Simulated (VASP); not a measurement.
# Mo (P6/mmm) in VASP: further runs

Mo is run at these levels: LDA; tasks: relaxation of cell and atoms.

All numbers are computed with VASP 6.6.1; they aren't measurements. Logs are shortened: lines on timing, memory, paths and dates and some standing lists are left out, and cuts for length are marked.

**1. The cell of the first run**

It takes space group P6/mmm (No. 191, hexagonal). Conventional cell: a = 4.352 Å, b = 4.352 Å, c = 2.698 Å, α = 90.00°, β = 90.00°, γ = 120.00°. Mo (site symmetry 6/mmm) has 14 Mo at 2.70 to 2.85 Å within 3.6 Å. Mo (site symmetry -6m2) has 11 Mo at 2.51 to 2.85 Å within 3.3 Å.

This isn't the form of Mo at room conditions, which is bcc.

**2. Relaxation of cell and atoms, LDA, target pressure 6.5 GPa, at which the enthalpy is minimised**

The input, INCAR:

```
PREC = Accurate
ENCUT = 600
EDIFF = 1E-7
ISMEAR = -1
SIGMA = 0.05
LREAL = F
LASPH = T
NELM = 100
ALGO = Normal
ISIF = 3
LWAVE = F
LCHARG = F
IBRION = 2
NSW = 60
EDIFFG = -0.005
PSTRESS = 65.0
```

The input, KPOINTS:

```
regular mesh
0
Gamma
  8 8 12
```

The input, POSCAR:

```
Mo
1.0
    4.3519604595      0.0000000000      0.0000000000
   -2.1759802297      3.7689083142      0.0000000000
    0.0000000000      0.0000000000      2.6982154849
Mo
3
Direct
    0.0000000000      0.0000000000      0.0000000000
    0.3333333333      0.6666666667      0.5000000000
    0.6666666667      0.3333333333      0.5000000000
```

Potentials or basis: VASP PAW LDA potentials, release 64 (Mo_sv).

Command:

```
cat potpaw_LDA.64/Mo_sv/POTCAR > POTCAR
mpirun -np 1 vasp_std > vasp.out
```

OUTCAR:

```text
PREC = Accurate
   ENCUT = 600
   EDIFF = 1E-7
   ISMEAR = -1
   LREAL = F
   LASPH = T
   NELM = 100
   ISIF = 3
   IBRION = 2
   NSW = 60
   EDIFFG = -0.005
   PSTRESS = 65.0

 ion  position               nearest neighbor table
   1  0.000  0.000  0.000-   2 2.85   3 2.85   2 2.85   3 2.85   2 2.85   2 2.85   3 2.85   3 2.85
                             3 2.85   3 2.85   2 2.85   2 2.85
   2  0.333  0.667  0.500-   3 2.51   3 2.51   3 2.51   1 2.85   1 2.85   1 2.85   1 2.85   1 2.85
                             1 2.85
   3  0.667  0.333  0.500-   2 2.51   2 2.51   2 2.51   1 2.85   1 2.85   1 2.85   1 2.85   1 2.85
                             1 2.85

  LATTYP: Found a hexagonal cell.
 ALAT       =     4.3519604595
 C/A-ratio  =     0.6200000000

  Lattice vectors:

 A1 = (   4.3519604595,   0.0000000000,   0.0000000000)
 A2 = (  -2.1759802297,   3.7689083142,   0.0000000000)
 A3 = (   0.0000000000,   0.0000000000,   2.6982154849)

Analysis of symmetry for initial positions (statically):
=====================================================================
 Subroutine PRICEL returns:
 Original cell was already a primitive cell.

 Routine SETGRP: Setting up the symmetry group for a
 hexagonal supercell.

 Subroutine GETGRP returns: Found 24 space group operations
 (whereof 24 operations were pure point group operations)
 out of a pool of 24 trial point group operations.

The static configuration has the point symmetry D_6h.

Analysis of symmetry for dynamics (positions and initial velocities):
=====================================================================
 Subroutine PRICEL returns:
 Original cell was already a primitive cell.

 Routine SETGRP: Setting up the symmetry group for a
 hexagonal supercell.

 Subroutine GETGRP returns: Found 24 space group operations
 (whereof 24 operations were pure point group operations)
 out of a pool of 24 trial point group operations.

The dynamic configuration has the point symmetry D_6h.

 Subroutine INISYM returns: Found 24 space group operations
 (whereof 24 operations are pure point group operations),
 and found     1 'primitive' translations

----------------------------------------------------------------------------------------

                                     Primitive cell

  volume of cell :      44.2565

  direct lattice vectors                    reciprocal lattice vectors
     4.351960459  0.000000000  0.000000000     0.229781499  0.132664411  0.000000000
    -2.175980230  3.768908314  0.000000000     0.000000000  0.265328821  0.000000000
     0.000000000  0.000000000  2.698215485     0.000000000  0.000000000  0.370615322

  length of vectors
     4.351960459  4.351960459  2.698215485     0.265328821  0.265328821  0.370615322

  position of ions in fractional coordinates (direct lattice)
     0.000000000  0.000000000  0.000000000
     0.333333333  0.666666667  0.500000000
     0.666666667  0.333333333  0.500000000

  ion indices of the primitive-cell ions
   primitive index   ion index
                 1           1
                 2           2
                 3           3

----------------------------------------------------------------------------------------

 KPOINTS: regular mesh

Automatic generation of k-mesh.
 Grid dimensions read from file:
 generate k-points for:    8    8   12

 Generating k-lattice:

  Cartesian coordinates                     Fractional coordinates (reciprocal lattice)
     0.028722687  0.016583051  0.000000000     0.125000000  0.000000000  0.000000000
     0.000000000  0.033166103  0.000000000     0.000000000  0.125000000  0.000000000
     0.000000000  0.000000000  0.030884610     0.000000000  0.000000000  0.083333333

  Length of vectors
     0.033166103  0.033166103  0.030884610

  Shift w.r.t. Gamma in fractional coordinates (k-lattice)
     0.000000000  0.000000000  0.000000000

 Subroutine IBZKPT returns following result:
 ===========================================

 Found     70 irreducible k-points:

 Following reciprocal coordinates:
            Coordinates               Weight
  0.000000  0.000000  0.000000      1.000000
  0.125000 -0.000000  0.000000      6.000000
  0.250000 -0.000000  0.000000      6.000000
  0.375000 -0.000000  0.000000      6.000000
  0.500000 -0.000000  0.000000      3.000000
  0.125000  0.125000  0.000000      6.000000
[... 16 lines left out ...]
  0.250000 -0.000000  0.166667     12.000000
  0.375000 -0.000000  0.166667     12.000000
 [... further k-points ...]
   k-points           NKPTS =     70   k-points in BZ     NKDIM =     70   number of bands    NBANDS=     25
   number of dos      NEDOS =    301   number of ions     NIONS =      3
   total plane-waves  NPLWV =  31104
   dimension x,y,z NGX =    36 NGY =   36 NGZ =   24
   dimension x,y,z NGXF=    72 NGYF=   72 NGZF=   48
   ions per type =               3
   NGX,Y,Z   is equivalent  to a cutoff of  13.75, 13.75, 14.79 a.u.
   NGXF,Y,Z  is equivalent  to a cutoff of  27.50, 27.50, 29.57 a.u.
 SYSTEM =  unknown system
   PREC   = accura    normal or accurate (medium, high low for compatibility)
   ISTART =      0    job   : 0-new  1-cont  2-samecut
   ICHARG =      2    charge: 1-file 2-atom 10-const
   ISPIN  =      1    spin polarized calculation?
   LNONCOLLINEAR =      F non collinear calculations
   LSORBIT =      F    spin-orbit coupling
   LASPH  =      T    aspherical Exc in radial PAW
   ENCUT  =  600.0 eV  44.10 Ry    6.64 a.u.   8.69  8.69  5.39*2*pi/ulx,y,z
   NELM   =    100;   NELMIN=  2; NELMDL= -5     # of ELM steps
   EDIFF  = 0.1E-06   stopping-criterion for ELM
   LREAL  =      F    real-space projection
   EDIFFG = -.5E-02   stopping-criterion for IOM
   NSW    =     60    number of steps for IOM
   IBRION =      2    ionic relax: 0-MD 1-quasi-New 2-CG
   NFREE  =      1    steps in history (QN), initial steepest desc. (CG)
   ISIF   =      3    stress and relaxation
   ISYM   =      2    0-nonsym 1-usesym 2-fastsym
   POTIM  = 0.5000    time-step for ionic-motion
   TEBEG  =    0.0;   TEEND  =   0.0 temperature during run
   PSTRESS=   65.0 pullay stress
   NELECT =      42.0000    total number of electrons
   NUPDOWN=      -1.0000    fix difference up-down
   EMIN   =  10.00;   EMAX   =-10.00  energy-range for DOS
   EFERMI =   0.00;   METHOD = LEGACY
   ISMEAR =    -1;   SIGMA  =   0.05  broadening in eV -4-tet -1-fermi 0-gaus
   EFERMI_NEDOS =   21; number of points for ismear=-14 and -15
   IALGO  =     38    algorithm
   IMIX   =      4    mixing-type and parameters
     AMIX     =   0.40;   BMIX     =  1.00
     AMIX_MAG =   1.60;   BMIX_MAG =  1.00
  volume/ion in A,a.u.               =      14.75        99.55
  Fermi-wavevector in a.u.,A,eV,Ry     =   1.608788  3.040169 35.214593  2.588200
  Thomas-Fermi vector in A             =   2.704602
   LORBIT       =      0    0 simple, 1 ext, 2 COOP (PROOUT), +10 PAW based schemes
   GGA     = CA    functional components
   LHFCALC =     F    Hartree Fock is set to
   AEXX    =    0.0000 exact exchange contribution
   IVDW    =     0    specifies the selected vdW correction
   LEPSILON=     F    determine dielectric tensor
   LRPA    =     F    only Hartree local field effects (RPA)
 conjugate gradient relaxation of ions
 non-spin polarized calculation
  energy-cutoff  :      600.00
  volume of cell :       44.26
 maximum number of plane-waves:      1493
 NGX is ok and might be reduce to    36
   NGX = 17   NGY = 17   NGZ = 11

--------------------------------------- Ionic step        1  -------------------------------------------

 number of electron      42.0000000 magnetization

 Free energy of the ion-electron system (eV)
  ---------------------------------------------------
  ext. energy  EPLUGINS =         0.00000000
  ---------------------------------------------------
  free energy    TOTEN  =       -34.73496552 eV

  energy without entropy =      -34.68638006  energy(sigma->0) =      -34.71067279

------------------------ aborting loop because EDIFF is reached ----------------------------------------

  FORCE on cell =-STRESS in cart. coord.  units (eV):
  Direction    XX          YY          ZZ          XY          YZ          ZX
  --------------------------------------------------------------------------------------
  -------------------------------------------------------------------------------------
  Total        5.0877698      5.0877698     -0.6549272      0.0000000     -0.0000000     -0.0000000
  in kB      184.1878128    184.1878128    -23.7097211      0.0000000     -0.0000000     -0.0000000
  external PRESSURE =      49.8886348 kB  Pullay stress =      65.0000000 kB

 VOLUME and BASIS-vectors are now :
 -----------------------------------------------------------------------------
  energy-cutoff  :      600.00
  volume of cell :       44.26
      direct lattice vectors                 reciprocal lattice vectors
     4.351960459  0.000000000  0.000000000     0.229781499  0.132664411  0.000000000
    -2.175980230  3.768908314  0.000000000     0.000000000  0.265328821  0.000000000
     0.000000000  0.000000000  2.698215485     0.000000000  0.000000000  0.370615322
[... 282 lines left out ...]
  FREE ENERGIE OF THE ION-ELECTRON SYSTEM (eV)
  ---------------------------------------------------
  free  energy   TOTEN  =       -35.1439529622 eV

  energy  without entropy=      -35.1045463304  energy(sigma->0) =      -35.12424965

  enthalpy is  TOTEN    =       -33.3116056847 eV   P V=        1.8323472774

--------------------------------------- Ionic step        9  -------------------------------------------

 number of electron      41.9999991 magnetization

 Free energy of the ion-electron system (eV)
  ---------------------------------------------------
  ext. energy  EPLUGINS =         0.00000000
  ---------------------------------------------------
  free energy    TOTEN  =       -35.14511384 eV

  energy without entropy =      -35.10568853  energy(sigma->0) =      -35.12540118

 E-fermi :  12.8135     XC(G=0): -13.7809

 val. band max:       12.8054312472   @ k =   0.2500   0.2500   0.5000
 cond. band min:      12.8136462858   @ k =   0.3750  -0.0000   0.4167
 fundamental gap:      0.0082150387
 Fermi energy:        12.8134708332

 k-point     1 :       0.0000    0.0000    0.0000
  band No.  band energies     occupation
      1     -47.8346      2.00000
      2     -47.5966      2.00000
      3     -47.4193      2.00000
      4     -22.3063      2.00000
      5     -22.3063      2.00000
      6     -22.2019      2.00000
[... 17 lines left out ...]
     24      14.6513      0.00000
     25      14.7242      0.00000
[... 621 lines left out ...]
      3     -47.4185      2.00000
      4     -22.5409      2.00000
      5     -22.2428      2.00000
      6     -21.8718      2.00000
[... 17 lines left out ...]
     24      13.8948      0.00000
     25      14.7288      0.00000

 [... further k-points ...]
[... 5 lines left out ...]
  --------------------------------------------------------------------------------------
  -------------------------------------------------------------------------------------
  Total        1.8271308      1.8271308      1.8237000      0.0000000     -0.0000000      0.0000000
  in kB       64.7743538     64.7743538     64.6527280      0.0000000     -0.0000000      0.0000000
  external PRESSURE =      -0.2661881 kB  Pullay stress =      65.0000000 kB

 VOLUME and BASIS-vectors are now :
 -----------------------------------------------------------------------------
  energy-cutoff  :      600.00
  volume of cell :       45.19
      direct lattice vectors                 reciprocal lattice vectors
     4.555772634  0.000000000 -0.000000000     0.219501736  0.126729386  0.000000000
    -2.277886317  3.945414835  0.000000000    -0.000000000  0.253458772 -0.000000000
    -0.000000000  0.000000000  2.514330820     0.000000000 -0.000000000  0.397720138

 POSITION                                       TOTAL-FORCE (eV/Angst)
 -----------------------------------------------------------------------------------
     -0.00000      0.00000      0.00000        -0.000000      0.000000      0.000000
     -0.00000      2.63028      1.25717        -0.000000     -0.000000      0.000000
      2.27789      1.31514      1.25717         0.000000      0.000000      0.000000
 -----------------------------------------------------------------------------------
    total drift:                                0.000000      0.000000     -0.000000

  FREE ENERGIE OF THE ION-ELECTRON SYSTEM (eV)
  ---------------------------------------------------
  free  energy   TOTEN  =       -35.1451138357 eV

  energy  without entropy=      -35.1056885301  energy(sigma->0) =      -35.12540118

  enthalpy is  TOTEN    =       -33.3116180845 eV   P V=        1.8334957512

 reached required accuracy - stopping structural energy minimisation
```

Run time: 6 min. Hardware: 1 thread of AMD EPYC 9R14 (Zen 4), shared host; peak memory 0.17 GiB.

What came out:

| Quantity | Value |
| --- | --- |
| Free energy | -35.1451 eV |
| Relaxed volume | 15.06 Å³/atom |
| Relaxed cell | a = 4.556 Å, b = 4.556 Å, c = 2.514 Å, α = 90.00°, β = 90.00°, γ = 120.00° |
| Space group after relaxing (to 0.1 Å) | P6/mmm (No. 191) |
| Energy change on relaxing (the run minimises the enthalpy) | -136.7 meV/atom |
| Ionic steps | 9 |
| Pressure after relaxing | 6.5 GPa |
| Band gap on the k mesh | zero (bands 21 and 22 overlap by 1.48 eV) |

The path:
```tsv
step	energy change (eV)	largest force (eV/Å)	pressure (GPa)	volume (Å³)
1	0.0000	0.0000	11.49	44.26
2	-0.3883	0.0000	-5.39	47.13
3	-0.3825	0.0000	-4.66	46.98
4	-0.4129	0.0000	1.59	46.14
5	-0.4285	0.0000	-0.10	46.34
6	-0.4142	0.0000	5.84	45.30
7	-0.4099	0.0000	6.52	45.19
8	-0.4090	0.0000	6.67	45.17
9	-0.4101	0.0000	6.47	45.19
```

Final structure:
```xyz
3
Lattice="4.5558 0.0000 0.0000 -2.2779 3.9454 0.0000 0.0000 0.0000 2.5143" Properties=species:S:1:pos:R:3 pbc="T T T"
Mo    0.0000    0.0000    0.0000
Mo    0.0000    2.6303    1.2572
Mo    2.2779    1.3151    1.2572
```

Levels at points of the mesh, in eV from the Fermi level:
```
           k point  band 17  band 18  band 19  band 20  band 21  band 22  band 23  band 24  band 25
(0.00, 0.00, 0.00)    -2.20    -2.20    -2.14    -2.14    -0.56    -0.56     1.84     1.84     1.91
(0.50, 0.00, 0.00)    -3.12    -2.83    -2.31    -2.16     0.80     1.55     2.09     2.17     2.22
(0.00, 0.00, 0.50)    -2.72    -1.40    -1.23    -1.23     0.15     0.15     2.67     2.67     3.44
(0.50, 0.00, 0.50)    -2.32    -2.19    -1.99    -0.27    -0.16     1.27     1.46     2.31     2.68
```

Caveat: the cell is relaxed towards a set pressure, so the run minimises the enthalpy, not the energy.

**3. Relaxation of cell and atoms, LDA, target pressure 6.5 GPa, at which the enthalpy is minimised**

This run uses another cell than the first one, of 15.00 Å³/atom.

The input, INCAR:

```
SYSTEM = Mo
PREC = Accurate ; ENCUT = 600
EDIFF = 1E-7 ; ISMEAR = -1
SIGMA = 0.05 ; LREAL = .False.
LASPH = .True. ; NELM = 100
ALGO = Normal ; ISIF = 3
LWAVE = .False. ; LCHARG = .False.
IBRION = 2 ; NSW = 32
EDIFFG = -0.005 ; PSTRESS = 65.0
```

The input, KPOINTS:

```
Automatic mesh
0
Gamma
  8 8 12
  0 0 0
```

The input, POSCAR:

```
Mo
1.0
    4.5506814968      0.0000000000      0.0000000000
   -2.2753407484      3.9410057808      0.0000000000
    0.0000000000      0.0000000000      2.5094854645
Mo
3
Direct
    0.0000000000      0.0000000000      0.0000000000
    0.3333333333      0.6666666667      0.5000000000
    0.6666666667      0.3333333333      0.5000000000
```

Potentials or basis: VASP PAW LDA potentials, release 64 (Mo_sv).

Command:

```
cat potpaw_LDA.64/Mo_sv/POTCAR > POTCAR
mpirun -np 1 vasp_std > vasp.out
```

Run time: 2.1 min. Hardware: 1 thread of AMD EPYC 9R14 (Zen 4), shared host; peak memory 0.16 GiB.

It converged, with:

```
Free energy                                                : -35.1461 eV
Relaxed volume                                             : 15.06 Å³/atom
Relaxed cell                                               : a = 4.556 Å, b = 4.556 Å, c = 2.514 Å, α = 90.00°, β = 90.00°, γ = 120.00°
Space group after relaxing (to 0.1 Å)                      : P6/mmm (No. 191)
Energy change on relaxing (the run minimises the enthalpy) : -2.8 meV/atom
Ionic steps                                                : 3
Pressure after relaxing                                    : 6.5 GPa
Band gap on the k mesh                                     : zero (bands 21 and 22 overlap by 1.48 eV)
```

The path:
| step | energy change (eV) | largest force (eV/Å) | pressure (GPa) | volume (Å³) |
| --- | --- | --- | --- | --- |
| 1 | 0.0000 | 0.0000 | 7.72 | 45.01 |
| 2 | -0.0245 | 0.0000 | 2.90 | 45.75 |
| 3 | -0.0083 | 0.0000 | 6.49 | 45.19 |

Final structure:
```
Mo
1.0
     4.55611    0.00000    0.00000
    -2.27805    3.94571    0.00000
     0.00000    0.00000    2.51384
Mo
3
Direct
  0.00000 0.00000 0.00000
  0.33333 0.66667 0.50000
  0.66667 0.33333 0.50000
```

Levels at points of the mesh, in eV from the Fermi level:
```tsv
k point	band 18	band 19	band 20	band 21	band 22	band 23	band 24	band 25
(0.00, 0.00, 0.00)	-2.20	-2.14	-2.14	-0.56	-0.56	1.84	1.84	1.91
(0.50, 0.00, 0.00)	-2.83	-2.31	-2.16	0.80	1.55	2.09	2.18	2.22
(0.00, 0.00, 0.50)	-1.40	-1.23	-1.23	0.15	0.15	2.67	2.67	3.44
(0.50, 0.00, 0.50)	-2.19	-1.99	-0.27	-0.17	1.27	1.46	2.31	2.68
```

Caveat: the cell is relaxed towards a set pressure, so the run minimises the enthalpy, not the energy.
